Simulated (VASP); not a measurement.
A run of VASP 6.6.1 is set up as follows.

File INCAR:

```
PREC = Accurate
ENCUT = 520
EDIFF = 1E-6
ISMEAR = -1
SIGMA = 0.08
LREAL = False
LASPH = True
NELM = 100
ALGO = Normal
ISIF = 2
LWAVE = False
LCHARG = True
GGA = PE
LELF = True
LVHAR = True
NBANDS = 34
```

Contents of KPOINTS:

```
Automatic mesh
0
Gamma
  13 7 8
```

Contents of POSCAR:

```
Nb
1.0
   -1.4341984283      2.4841045459      0.0000000000
    0.0000000000      0.0000000000      5.2435111144
    4.3025952849      2.4841045459      0.0000000000
Nb
4
Direct
    0.5000000000      0.2500000000      0.1666666670
    0.0000000000      0.2500000000      0.6666666670
    0.0000000000      0.7500000000      0.3333333330
    0.5000000000      0.7500000000      0.8333333330
```

Potentials or basis: VASP PAW PBE potentials, release 64 (Nb_sv).

The run is started by

```sh
$ cat potpaw_PBE.64/Nb_sv/POTCAR > POTCAR
$ mpirun -np 1 vasp_std > vasp.out
```

Question: What does it give for the largest force?

Answer: 0.003 eV/Å.

Question: What does it give for the band gap on the k mesh?

Answer: Zero (band 26 reaches 12.48 eV, above the bottom of band 27 at 10.37 eV).

Question: What does it give for the pressure?

Answer: -0.4 GPa.

Forces in eV/Å, atoms in the order of the input:
```
Nb  -0.003 -0.002  0.000
Nb  -0.003 -0.002  0.000
Nb   0.003  0.002  0.000
Nb   0.003  0.002  0.000
```
